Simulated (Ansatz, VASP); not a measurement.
# Two plane-wave programs on NbSi

INCAR

```
ALGO = Normal ; EDIFF = 1E-7
ENCUT = 520 ; GGA = CA
ISIF = 2 ; ISMEAR = -1
LASPH = True ; LCHARG = False
LDAU = True ; LDAUJ = 0 0
LDAUL = 2 -1 ; LDAUPRINT = 1
LDAUTYPE = 2 ; LDAUU = 3 0
LMAXMIX = 4 ; LREAL = False
LWAVE = False ; NBANDS = 16
NELM = 150 ; PREC = Accurate
SIGMA = 0.05
```

KPOINTS

```
k-points
0
Gamma
  9 9 9
```

Contents of POSCAR:

```
NbSi
1.0
    0.0000000000      2.5738300000      2.5738300000
    2.5738300000      0.0000000000      2.5738300000
    2.5738300000      2.5738300000      0.0000000000
Nb Si
1 1
Direct
    0.0000000000      0.0000000000      0.0000000000
    0.5000000000      0.5000000000      0.5000000000
```

Contents of input.yaml:

```yaml
crystal:
  lattice:
    - [0.0, 2.57383, 2.57383]
    - [2.57383, 0.0, 2.57383]
    - [2.57383, 2.57383, 0.0]
  atoms:
    - { symbol: Nb, position: [0.0, 0.0, 0.0] }
    - { symbol: Si, position: [0.5, 0.5, 0.5] }
hamiltonian:
  xc: lda
  pseudopotentials: { kind: paw }
  hubbard: { sites: [{ species: Nb, l: d, u_eff: 3.0 }] }
kpoints:
  mp_grid: { grid: [9, 9, 9] }
scf:
  occupations: { method: fermi_dirac, width: 0.05 }
  n_extra_bands: 6
output:
  forces: true
  stress: true
  eigenvalues: true
  dos: { projected: true, de: 0.05, nscf_kmesh: { grid: [14, 14, 14] } }
```

Alike in both runs: functional LDA; k mesh 9 × 9 × 9; occupations fermi-dirac, width 0.05 eV; no spin polarisation; Hubbard terms Nb d U = 3.0 eV.

```csv
,VASP,Ansatz
version,VASP 6.6.1,Ansatz 0.2.0
potentials or method,"VASP PAW LDA potentials, release 64 (Nb_sv, Si)",Ansatz PAW
plane-wave cutoff (eV),520,420
valence electrons in the cell,17,17
task,single point,projected density of states
```

Ansatz gave:

* gap on the k mesh at the Fermi level (eV): none
* pressure (GPa): -6.1

**Question.** Estimate VASP's values.

**Answer.** gap on the k mesh at the Fermi level (eV): none; pressure (GPa): -3.5.

LDA's correlation is that of Perdew and Zunger in VASP and of Perdew and Wang (1992) in Ansatz. The programs project onto different local orbitals, so the same U acts differently, and such runs can settle in different states. A gap of «none» marks a metal or a gap that the smearing closes.
